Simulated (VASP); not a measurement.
Write the native input for VASP 6.6.1 that does the following.

```
Task                   : single point
Functional             : PBE
Potentials or basis    : VASP PAW PBE potentials, release 64 (Ta_pv, N)
Cutoff                 : 520 eV
k mesh                 : 15 × 15 × 8
Occupations            : fermi-dirac, width 0.05 eV
Spin                   : no spin polarisation
Dipole correction      : no
Further INCAR settings : ALGO = Normal; EDIFF = 1e-06; NBANDS = 24
```

The structure of TaN lies in POSCAR:

```
TaN
1.0
    3.0500010905      0.0000000000      0.0000000000
   -1.5250005453      2.6413784260      0.0000000000
    0.0000000000      0.0000000000      4.9400000000
Ta N
2 2
Direct
    0.3333333333      0.6666666667      0.0000000000
    0.6666666667      0.3333333333      0.5000000000
    0.3333333333      0.6666666667      0.3850000000
    0.6666666667      0.3333333333      0.8850000000
```

One way to write it, as run:

INCAR

```
SYSTEM = TaN
PREC     = Accurate       ! precision mode
ENCUT    = 520            ! plane-wave cutoff, eV
EDIFF    = 1E-6           ! SCF threshold, eV
ISMEAR   = -1             ! smearing method
SIGMA    = 0.05           ! smearing width, eV
LREAL    = .FALSE.        ! projectors in reciprocal space
LASPH    = .TRUE.         ! aspherical terms in the spheres
NELM     = 60             ! most SCF steps
ALGO     = Normal         ! electronic algorithm
ISIF     = 2              ! what is computed and relaxed
LWAVE    = .FALSE.        ! write WAVECAR
LCHARG   = .FALSE.        ! write CHGCAR
GGA      = PE             ! functional
NBANDS   = 24             ! bands
```

KPOINTS

```
Automatic mesh
0
G
  15 15 8
  0 0 0
```

Potentials or basis: VASP PAW PBE potentials, release 64 (Ta_pv, N).

Command:

```bash
$ cat potpaw_PBE.64/Ta_pv/POTCAR potpaw_PBE.64/N/POTCAR > POTCAR
$ mpirun -np 1 vasp_std > vasp.out
```

It gave:

- Pressure: 140.3 GPa
- Largest force: 2.392 eV/Å
- Band gap on the k mesh: zero (band 16 reaches 11.00 eV, above the bottom of band 17 at 8.14 eV)

Caveat: spin-orbit coupling is left out, which moves the levels of the heavy elements; forces of over 1 eV/Å act on the atoms, so gaps and moduli don't describe the material at rest.

Wall time 34 s on 1 thread of Intel(R) Xeon(R) 6975P-C (Granite Rapids) (shared host), peak memory 0.24 GiB.
